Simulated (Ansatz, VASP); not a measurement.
# Two plane-wave programs on Te5Mo

```
Te Mo
1.0
     0.00000    4.47814    4.47814
     4.47814    0.00000    4.47814
     4.47814    4.47814    0.00000
Te Mo
5 1
Direct
  0.25000 0.25000 0.25000
  0.12776 0.62408 0.62408
  0.62408 0.62408 0.62408
  0.62408 0.62408 0.12776
  0.62408 0.12776 0.62408
  0.00000 0.00000 0.00000
```

Change from the starting cell: species swapped into the TmCu5 type (F-43m, No. 216).

Alike in both runs: task single point; functional PBE; k mesh 4 × 4 × 4; occupations gaussian, width 0.1 eV; collinear spin.

```csv
,VASP,Ansatz
version,VASP 6.6.1,Ansatz 0.2.0
potentials or method,"VASP PAW PBE potentials, release 64 (Te, Mo_sv), cutoff 520 eV","scalar-relativistic, plane waves, PAW"
valence electrons in the cell,44,94
```

VASP gave:

```
gap on the k mesh at the Fermi level (eV)                     : none
pressure (GPa)                                                : -0.4
rms of the force components (eV/Å)                            : 0.112
net moment per atom (μB)                                      : 0.54
size of the moment on the site where the two differ most (μB) : 3.56
```

**Question.** Estimate Ansatz's values.

**Answer.** gap on the k mesh at the Fermi level (eV): none; pressure (GPa): -0.3; rms of the force components (eV/Å): 0.112; net moment per atom (μB): 0.54; size of the moment on the site where the two differ most (μB): 3.95.

Site moments also hang on the region over which each program counts them. Atom by atom the forces differ by 0.000 eV/Å (rms over components). A gap of «none» marks a metal or a gap that the smearing closes. With one functional, cell and mesh, what is left measures potentials, basis and numerics. VASP's potentials hold 44 valence electrons a cell and Ansatz's 94, so a difference there can come from the potentials and not from the codes.

Spin-orbit coupling is off throughout.
